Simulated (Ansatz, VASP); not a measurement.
## TaN in VASP and in Ansatz

Contents of POSCAR:

```
TaN
1.0
    0.0000000000      2.2113230000      2.2113230000
    2.2113230000      0.0000000000      2.2113230000
    2.2113230000      2.2113230000      0.0000000000
Ta N
1 1
Direct
    0.5000000000      0.5000000000      0.5000000000
    0.0000000000      0.0000000000      0.0000000000
```

The input INCAR.step1:

```
PREC = Accurate
ENCUT = 520
EDIFF = 1E-5
ISMEAR = -1
SIGMA = 0.05
LREAL = False
LASPH = True
NELM = 100
ALGO = Normal
ISIF = 2
LWAVE = True
LCHARG = False
GGA = PE
NBANDS = 15
```

File INCAR.step2:

```
PREC = Accurate
ENCUT = 520
EDIFF = 1E-6
ISMEAR = -1
SIGMA = 0.05
LREAL = False
LASPH = True
NELM = 100
ALGO = Normal
ISIF = 2
LWAVE = False
LCHARG = False
METAGGA = R2SCAN
LHFCALC = True
AEXX = 0.15
LMIXTAU = True
PRECFOCK = Normal
ISTART = 1
NBANDS = 15
```

Contents of KPOINTS:

```
Automatic mesh
0
Gamma
  6 6 6
```

input.yaml

```yaml
crystal:
  lattice:
    - [0.0, 2.211323, 2.211323]
    - [2.211323, 0.0, 2.211323]
    - [2.211323, 2.211323, 0.0]
  atoms:
    - { symbol: Ta, position: [0.5, 0.5, 0.5] }
    - { symbol: "N", position: [0.0, 0.0, 0.0] }
hamiltonian:
  xc: { exchange: r2scan, correlation: r2scan, exx: { coeff: 0.15 } }
  pseudopotentials: { kind: paw }
kpoints:
  mp_grid: { grid: [6, 6, 6] }
scf:
  occupations: { method: fermi_dirac, width: 0.05 }
output:
  forces: true
  stress: true
  eigenvalues: true
  write_density: true
  write_potential: true
  elf: true
  volumetric_format: npy
```

Alike in both runs: task single point; functional r2SCAN-based global hybrid with a share of 0.15 of exact exchange; k mesh 6 × 6 × 6; occupations fermi-dirac, width 0.05 eV; no spin polarisation.

|  | VASP | Ansatz |
| --- | --- | --- |
| version | VASP 6.6.1 | Ansatz 0.2.0 |
| potentials or method | VASP PAW PBE potentials, release 64 (Ta_pv, N) | Ansatz PAW |
| plane-wave cutoff (eV) | 520 | 500 |
| valence electrons in the cell | 16 | 18 |

|  | VASP | Ansatz | Ansatz less VASP |
| --- | --- | --- | --- |
| gap on the k mesh at the Fermi level (eV) | none | none | - |
| pressure (GPa) | -8.3 | -9.3 | -1.04 |

VASP's potentials were made for PBE, not for r2SCAN-based global hybrid. A gap of «none» marks a metal or a gap that the smearing closes. The functional is the same, so the differences come from potentials, cutoffs and numerics. VASP's potentials hold 16 valence electrons a cell and Ansatz's 18, so a difference there can come from the potentials and not from the codes.

The k mesh is coarse, so the values compare programs but aren't converged. Spin-orbit coupling is off throughout.
